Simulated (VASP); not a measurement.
Set up this calculation in VASP 6.6.1, as the native input.

```yaml
Task: single point
Functional: PBEsol
Potentials_or_basis: VASP PAW PBE potentials, release 64 (Ta_pv, H)
Cutoff: 520 eV
k_mesh: 8 × 8 × 8
Occupations: gaussian, width 0.5 eV
Spin: no spin polarisation
Dipole_correction: no
Further_INCAR_settings: ALGO = Normal; EDIFF = 1e-06; NBANDS = 18
```

The structure of Ta2H lies in POSCAR:

```
Ta2H
1.0
    3.3724360000      0.0000000000      0.0000000000
    0.0000000000      3.3724360000      0.0000000000
    0.0000000000      0.0000000000      3.4101120000
Ta H
2 1
Direct
    0.5000000000      0.0000000000      0.7413230000
    0.0000000000      0.5000000000      0.2586770000
    0.0000000000      0.0000000000      0.0000000000
```

One way to write it, as run:

INCAR

```
SYSTEM = Ta2H
PREC = Accurate
ENCUT = 520
EDIFF = 1E-6
ISMEAR = 0
SIGMA = 0.5
LREAL = .FALSE.
LASPH = .TRUE.
NELM = 60
ALGO = Normal
ISIF = 2
LWAVE = .FALSE.
LCHARG = .TRUE.
GGA = PS
LELF = .TRUE.
LVHAR = .TRUE.
NBANDS = 18
```

KPOINTS

```
regular mesh
0
G
  8 8 8
  0 0 0
```

Potentials or basis: VASP PAW PBE potentials, release 64 (Ta_pv, H).

Run with:

```sh
$ cat potpaw_PBE.64/Ta_pv/POTCAR potpaw_PBE.64/H/POTCAR > POTCAR
$ mpirun -np 1 vasp_std > vasp.out
```

Results of the run:

* Pressure: -3.8 GPa
* Largest force: 0.068 eV/Å

Caveat: the PAW data sets were made with another functional, which shifts forces and pressure a little.

Run time: 40 s on 1 thread of Intel(R) Xeon(R) Platinum 8259CL CPU @ 2.50GHz (Skylake/Cascade Lake) (shared host), peak memory 0.19 GiB.
